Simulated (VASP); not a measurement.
# BaLiF3 (Amm2) in VASP: single point with LDA

Aim: the single point of BaLiF3 with LDA.

All numbers are computed with VASP 6.6.1; they aren't measurements. Logs are shortened: lines on timing, memory, paths and dates and some standing lists are left out, and cuts for length are marked.

## 1. The cell of the first run

It takes space group Amm2 (No. 38, orthorhombic). The conventional cell has a = 3.989 Å, b = 5.641 Å, c = 5.641 Å, α = 90.00°, β = 90.00°, γ = 90.00°. Within 3.8 Å of Ba (site symmetry mm2) lie 12 F at 2.82 Å and 8 Li at 3.21 to 3.70 Å. Within 2.4 Å of Li (site symmetry mm2) lie 6 F at 1.79 to 2.22 Å. Within 2.4 Å of F (site symmetry m) lie 2 Li at 1.79 to 2.22 Å. Within 2.7 Å of F (site symmetry mm2) lie 2 Li at 2.02 Å.

## 2. Single point, LDA (all Li atoms moved -0.300 Å, as atom 2 along Cartesian [1 1 0])

The input, INCAR:

```
PREC = Accurate ; ENCUT = 520
EDIFF = 1E-7 ; ISMEAR = 0
SIGMA = 0.05 ; LREAL = False
LASPH = True ; NELM = 60
ALGO = Normal ; ISIF = 2
LWAVE = False ; LCHARG = False
GGA = CA ; NBANDS = 25
```

The input, KPOINTS:

```
regular mesh
0
Gamma
  6 6 6
```

The input, POSCAR:

```
BaLiF3
1.0
    3.9885816400      0.0000000000      0.0000000000
    0.0000000000      3.9885816400      0.0000000000
    0.0000000000      0.0000000000      3.9885816400
Ba Li F
1 1 3
Direct
    0.0000000000      0.0000000000      0.0000000000
    0.4468151705      0.4468151705      0.5000000000
    0.0000000000      0.5000000000      0.5000000000
    0.5000000000      0.5000000000      0.0000000000
    0.5000000000      0.0000000000      0.5000000000
```

Potentials or basis: VASP PAW LDA potentials, release 64 (Ba_sv, Li_sv, F).

The run is started by

```sh
cat potpaw_LDA.64/Ba_sv/POTCAR potpaw_LDA.64/Li_sv/POTCAR potpaw_LDA.64/F/POTCAR > POTCAR
mpirun -np 1 vasp_std > vasp.out
```

OUTCAR:

```text
PREC = Accurate
   ENCUT = 520
   EDIFF = 1E-7
   ISMEAR = 0
   LREAL = False
   LASPH = True
   NELM = 60
   ISIF = 2
   GGA = CA

 ion  position               nearest neighbor table
   1  0.000  0.000  0.000-   3 2.82   4 2.82   5 2.82   3 2.82   5 2.82   3 2.82   4 2.82   3 2.82
                             4 2.82   5 2.82   5 2.82   4 2.82   2 3.21   2 3.21   2 3.47   2 3.47
   2  0.447  0.447  0.500-   3 1.79   5 1.79   4 2.02   4 2.02   3 2.22   5 2.22   1 3.21   1 3.21
                             1 3.47   1 3.47   1 3.47   1 3.47
   3  0.000  0.500  0.500-   2 1.79   2 2.22   1 2.82   1 2.82   1 2.82   1 2.82
   4  0.500  0.500  0.000-   2 2.02   2 2.02   1 2.82   1 2.82   1 2.82   1 2.82
   5  0.500  0.000  0.500-   2 1.79   2 2.22   1 2.82   1 2.82   1 2.82   1 2.82

  LATTYP: Found a simple cubic cell.
 ALAT       =     3.9885816400

  Lattice vectors:

 A1 = (   3.9885816400,   0.0000000000,   0.0000000000)
 A2 = (   0.0000000000,   3.9885816400,   0.0000000000)
 A3 = (   0.0000000000,   0.0000000000,   3.9885816400)

Analysis of symmetry for initial positions (statically):
=====================================================================
 Subroutine PRICEL returns:
 Original cell was already a primitive cell.

 Routine SETGRP: Setting up the symmetry group for a
 simple cubic supercell.

 Subroutine GETGRP returns: Found  4 space group operations
 (whereof  4 operations were pure point group operations)
 out of a pool of 48 trial point group operations.

The static configuration has the point symmetry C_2v.

Analysis of symmetry for dynamics (positions and initial velocities):
=====================================================================
 Subroutine PRICEL returns:
 Original cell was already a primitive cell.

 Routine SETGRP: Setting up the symmetry group for a
 simple cubic supercell.

 Subroutine GETGRP returns: Found  4 space group operations
 (whereof  4 operations were pure point group operations)
 out of a pool of 48 trial point group operations.

The dynamic configuration has the point symmetry C_2v.

 Subroutine INISYM returns: Found  4 space group operations
 (whereof  4 operations are pure point group operations),
 and found     1 'primitive' translations

----------------------------------------------------------------------------------------

                                     Primitive cell

  volume of cell :      63.4535

  direct lattice vectors                    reciprocal lattice vectors
     3.988581640  0.000000000  0.000000000     0.250715691  0.000000000  0.000000000
     0.000000000  3.988581640  0.000000000     0.000000000  0.250715691  0.000000000
     0.000000000  0.000000000  3.988581640     0.000000000  0.000000000  0.250715691

  length of vectors
     3.988581640  3.988581640  3.988581640     0.250715691  0.250715691  0.250715691

  position of ions in fractional coordinates (direct lattice)
     0.000000000  0.000000000  0.000000000
     0.446815171  0.446815171  0.500000000
     0.000000000  0.500000000  0.500000000
     0.500000000  0.500000000  0.000000000
     0.500000000  0.000000000  0.500000000

  ion indices of the primitive-cell ions
   primitive index   ion index
                 1           1
                 2           2
                 3           3
                 4           4
                 5           5

----------------------------------------------------------------------------------------

 KPOINTS: regular mesh

Automatic generation of k-mesh.
 Grid dimensions read from file:
 generate k-points for:    6    6    6

 Generating k-lattice:

  Cartesian coordinates                     Fractional coordinates (reciprocal lattice)
     0.041785948  0.000000000  0.000000000     0.166666667  0.000000000  0.000000000
     0.000000000  0.041785948  0.000000000     0.000000000  0.166666667  0.000000000
     0.000000000  0.000000000  0.041785948     0.000000000  0.000000000  0.166666667

  Length of vectors
     0.041785948  0.041785948  0.041785948

  Shift w.r.t. Gamma in fractional coordinates (k-lattice)
     0.000000000  0.000000000  0.000000000

 Subroutine IBZKPT returns following result:
 ===========================================

 Found     52 irreducible k-points:

 Following reciprocal coordinates:
            Coordinates               Weight
  0.000000  0.000000  0.000000      1.000000
  0.166667  0.000000  0.000000      4.000000
  0.000000  0.000000  0.166667      2.000000
  0.333333  0.000000  0.000000      4.000000
  0.000000  0.000000  0.333333      2.000000
  0.500000  0.000000  0.000000      2.000000
[... 16 lines left out ...]
  0.333333  0.000000  0.500000      4.000000
  0.500000  0.500000  0.000000      1.000000
 [... further k-points ...]
   k-points           NKPTS =     52   k-points in BZ     NKDIM =     52   number of bands    NBANDS=     25
   number of dos      NEDOS =    301   number of ions     NIONS =      5
   total plane-waves  NPLWV =  27000
   dimension x,y,z NGX =    30 NGY =   30 NGZ =   30
   dimension x,y,z NGXF=    60 NGYF=   60 NGZF=   60
   ions per type =               1   1   3
   NGX,Y,Z   is equivalent  to a cutoff of  12.50, 12.50, 12.50 a.u.
   NGXF,Y,Z  is equivalent  to a cutoff of  25.01, 25.01, 25.01 a.u.
 SYSTEM =  unknown system
   PREC   = accura    normal or accurate (medium, high low for compatibility)
   ISTART =      0    job   : 0-new  1-cont  2-samecut
   ICHARG =      2    charge: 1-file 2-atom 10-const
   ISPIN  =      1    spin polarized calculation?
   LNONCOLLINEAR =      F non collinear calculations
   LSORBIT =      F    spin-orbit coupling
   LASPH  =      T    aspherical Exc in radial PAW
   ENCUT  =  520.0 eV  38.22 Ry    6.18 a.u.   7.42  7.42  7.42*2*pi/ulx,y,z
   NELM   =     60;   NELMIN=  2; NELMDL= -5     # of ELM steps
   EDIFF  = 0.1E-06   stopping-criterion for ELM
   LREAL  =      F    real-space projection
   EDIFFG = 0.1E-05   stopping-criterion for IOM
   NSW    =      0    number of steps for IOM
   IBRION =     -1    ionic relax: 0-MD 1-quasi-New 2-CG
   NFREE  =      0    steps in history (QN), initial steepest desc. (CG)
   ISIF   =      2    stress and relaxation
   ISYM   =      2    0-nonsym 1-usesym 2-fastsym
   POTIM  = 0.5000    time-step for ionic-motion
   TEBEG  =    0.0;   TEEND  =   0.0 temperature during run
   PSTRESS=    0.0 pullay stress
   NELECT =      34.0000    total number of electrons
   NUPDOWN=      -1.0000    fix difference up-down
   EMIN   =  10.00;   EMAX   =-10.00  energy-range for DOS
   EFERMI =   0.00;   METHOD = LEGACY
   ISMEAR =     0;   SIGMA  =   0.05  broadening in eV -4-tet -1-fermi 0-gaus
   EFERMI_NEDOS =   21; number of points for ismear=-14 and -15
   IALGO  =     38    algorithm
   IMIX   =      4    mixing-type and parameters
     AMIX     =   0.40;   BMIX     =  1.00
     AMIX_MAG =   1.60;   BMIX_MAG =  1.00
  volume/ion in A,a.u.               =      12.69        85.64
  Fermi-wavevector in a.u.,A,eV,Ry     =   1.329687  2.512743 24.056007  1.768067
  Thomas-Fermi vector in A             =   2.458830
   LORBIT       =      0    0 simple, 1 ext, 2 COOP (PROOUT), +10 PAW based schemes
   GGA     = CA    functional components
   LHFCALC =     F    Hartree Fock is set to
   AEXX    =    0.0000 exact exchange contribution
   IVDW    =     0    specifies the selected vdW correction
   LEPSILON=     F    determine dielectric tensor
   LRPA    =     F    only Hartree local field effects (RPA)
 non-spin polarized calculation
 Gauss-broadening in eV      SIGMA  =   0.05
  energy-cutoff  :      520.00
  volume of cell :       63.45
 maximum number of plane-waves:      1743
 NGX is ok and might be reduce to    30
   NGX = 15   NGY = 15   NGZ = 15

 number of electron      33.9999952 magnetization

 Free energy of the ion-electron system (eV)
  ---------------------------------------------------
  ext. energy  EPLUGINS =         0.00000000
  ---------------------------------------------------
  free energy    TOTEN  =       -29.07553070 eV

  energy without entropy =      -29.07553070  energy(sigma->0) =      -29.07553070

 E-fermi :  -0.6268     XC(G=0): -10.7254

 val. band max:       -0.8446633894   @ k =   0.0000   0.0000   0.0000
 cond. band min:       5.5735671025   @ k =   0.0000   0.0000   0.0000
 fundamental gap:      6.4182304919
 Fermi energy:        -0.6267731835

 k-point     1 :       0.0000    0.0000    0.0000
  band No.  band energies     occupation
      1     -40.4437      2.00000
      2     -24.2875      2.00000
      3     -20.0784      2.00000
      4     -19.7361      2.00000
      5     -19.6593      2.00000
      6      -9.3236      2.00000
[... 17 lines left out ...]
     24      14.3264      0.00000
     25      15.5862      0.00000

 k-point     2 :       0.1667    0.0000    0.0000
  band No.  band energies     occupation
      1     -40.4433      2.00000
      2     -24.2503      2.00000
      3     -20.1029      2.00000
      4     -19.7781      2.00000
      5     -19.6656      2.00000
      6      -9.3005      2.00000
[... 17 lines left out ...]
     24      14.1142      0.00000
     25      15.7440      0.00000

 k-point     3 :       0.0000    0.0000    0.1667
  band No.  band energies     occupation
      1     -40.4433      2.00000
      2     -24.2500      2.00000
      3     -20.1113      2.00000
      4     -19.7316      2.00000
      5     -19.7035      2.00000
      6      -9.3104      2.00000
[... 17 lines left out ...]
     24      14.2206      0.00000
     25      15.5179      0.00000

 k-point     4 :       0.3333    0.0000    0.0000
  band No.  band energies     occupation
      1     -40.4424      2.00000
      2     -24.1726      2.00000
      3     -20.1719      2.00000
      4     -19.8600      2.00000
      5     -19.6641      2.00000
      6      -9.2730      2.00000
[... 17 lines left out ...]
     24      13.4605      0.00000
     25      15.9343      0.00000

 k-point     5 :       0.0000    0.0000    0.3333
  band No.  band energies     occupation
      1     -40.4425      2.00000
      2     -24.1716      2.00000
      3     -20.1957      2.00000
      4     -19.7758      2.00000
      5     -19.7242      2.00000
      6      -9.2837      2.00000
[... 17 lines left out ...]
     24      13.6162      0.00000
     25      15.4032      0.00000

 k-point     6 :       0.5000    0.0000    0.0000
  band No.  band energies     occupation
      1     -40.4419      2.00000
      2     -24.1319      2.00000
      3     -20.2183      2.00000
      4     -19.8918      2.00000
      5     -19.6606      2.00000
      6      -9.2599      2.00000
[... 17 lines left out ...]
     24      12.7848      0.00000
     25      14.1533      0.00000
[... 393 lines left out ...]
 k-point    21 :       0.5000    0.3333    0.0000
  band No.  band energies     occupation
      1     -40.4407      2.00000
      2     -24.0487      2.00000
      3     -20.1000      2.00000
      4     -19.9886      2.00000
      5     -19.7857      2.00000
      6      -9.5039      2.00000
[... 17 lines left out ...]
     24      12.5607      0.00000
     25      14.2009      0.00000

 k-point    22 :       0.0000    0.5000    0.3333
  band No.  band energies     occupation
      1     -40.4408      2.00000
      2     -24.0485      2.00000
      3     -20.0824      2.00000
      4     -19.9884      2.00000
      5     -19.8024      2.00000
      6      -9.5043      2.00000
[... 17 lines left out ...]
     24      12.5650      0.00000
     25      14.1667      0.00000

 k-point    23 :       0.3333    0.0000    0.5000
  band No.  band energies     occupation
      1     -40.4408      2.00000
      2     -24.0481      2.00000
      3     -20.1220      2.00000
      4     -19.9009      2.00000
      5     -19.8503      2.00000
      6      -9.5158      2.00000
[... 17 lines left out ...]
     24      12.4573      0.00000
     25      14.2700      0.00000

 k-point    24 :       0.5000    0.5000    0.0000
  band No.  band energies     occupation
      1     -40.4403      2.00000
      2     -24.0199      2.00000
      3     -20.0401      2.00000
      4     -20.0110      2.00000
      5     -19.8592      2.00000
      6      -9.5855      2.00000
[... 17 lines left out ...]
     24      12.3132      0.00000
     25      14.1634      0.00000

 [... further k-points ...]

------------------------ aborting loop because EDIFF is reached ----------------------------------------

  FORCE on cell =-STRESS in cart. coord.  units (eV):
  Direction    XX          YY          ZZ          XY          YZ          ZX
  --------------------------------------------------------------------------------------
  -------------------------------------------------------------------------------------
  Total       -1.4063990     -1.4063990     -1.8961763      0.0384915      0.0000000      0.0000000
  in kB      -35.5110632    -35.5110632    -47.8777610      0.9718962      0.0000000      0.0000000
  external PRESSURE =     -39.6332958 kB  Pullay stress =       0.0000000 kB

 VOLUME and BASIS-vectors are now :
 -----------------------------------------------------------------------------
  energy-cutoff  :      520.00
  volume of cell :       63.45
      direct lattice vectors                 reciprocal lattice vectors
     3.988581640  0.000000000  0.000000000     0.250715691  0.000000000  0.000000000
     0.000000000  3.988581640  0.000000000     0.000000000  0.250715691  0.000000000
     0.000000000  0.000000000  3.988581640     0.000000000  0.000000000  0.250715691

 POSITION                                       TOTAL-FORCE (eV/Angst)
 -----------------------------------------------------------------------------------
      0.00000      0.00000      0.00000        -0.260690     -0.260690      0.000000
      1.78216      1.78216      1.99429         0.741677      0.741677      0.000000
      0.00000      1.99429      1.99429        -0.218637     -0.114032      0.000000
      1.99429      1.99429      0.00000        -0.148319     -0.148319      0.000000
      1.99429      0.00000      1.99429        -0.114032     -0.218637      0.000000
 -----------------------------------------------------------------------------------
    total drift:                               -0.000323     -0.000323     -0.000004

  FREE ENERGIE OF THE ION-ELECTRON SYSTEM (eV)
  ---------------------------------------------------
  free  energy   TOTEN  =       -29.0755307048 eV

  energy  without entropy=      -29.0755307048  energy(sigma->0) =      -29.07553070
```

Wall time 84 s (1 thread of Intel Xeon Platinum 8375C at 2.90GHz (Ice Lake), shared host); peak memory 0.2 GiB.

What came out:

```
Free energy            : -29.0755 eV
Largest force          : 1.049 eV/Å
Band gap on the k mesh : 6.42 eV
```

Forces in eV/Å, atoms in the order of the input:
```
Ba  -0.261 -0.261  0.000
Li   0.742  0.742  0.000
F   -0.219 -0.114  0.000
F   -0.148 -0.148  0.000
F   -0.114 -0.219  0.000
```

Levels at points of the mesh, in eV from the valence-band top:
```csv
k point,band 14,band 15,band 16,band 17,band 18,band 19,band 20,band 21
"(0.00, 0.00, 0.00)",-0.85,-0.06,0.00,0.00,6.42,6.44,7.84,9.68
"(0.50, 0.00, 0.00)",-0.84,-0.83,-0.47,-0.45,7.90,8.42,10.17,10.65
"(0.00, 0.00, 0.50)",-0.77,-0.75,-0.59,-0.44,7.91,8.43,10.19,10.63
"(0.50, 0.50, 0.00)",-0.60,-0.59,-0.33,-0.24,8.72,9.01,10.63,10.70
"(0.00, 0.50, 0.50)",-0.68,-0.67,-0.23,-0.21,8.71,9.04,10.65,10.68
"(0.50, 0.50, 0.50)",-0.19,-0.19,-0.16,-0.15,7.87,7.87,7.92,11.90
```

Caveat: the cell differs from its parent crystal (all Li atoms moved -0.300 Å, as atom 2 along Cartesian [1 1 0]); the cutoff is under 1.25 times the usual one of these potentials, so pressure, stress and relaxed cells hold a basis-set (Pulay) error; spin-orbit coupling is left out, which moves the levels of the heavy elements; forces of over 1 eV/Å act on the atoms, so gaps and moduli don't describe the material at rest. A k mesh can miss the band edges.
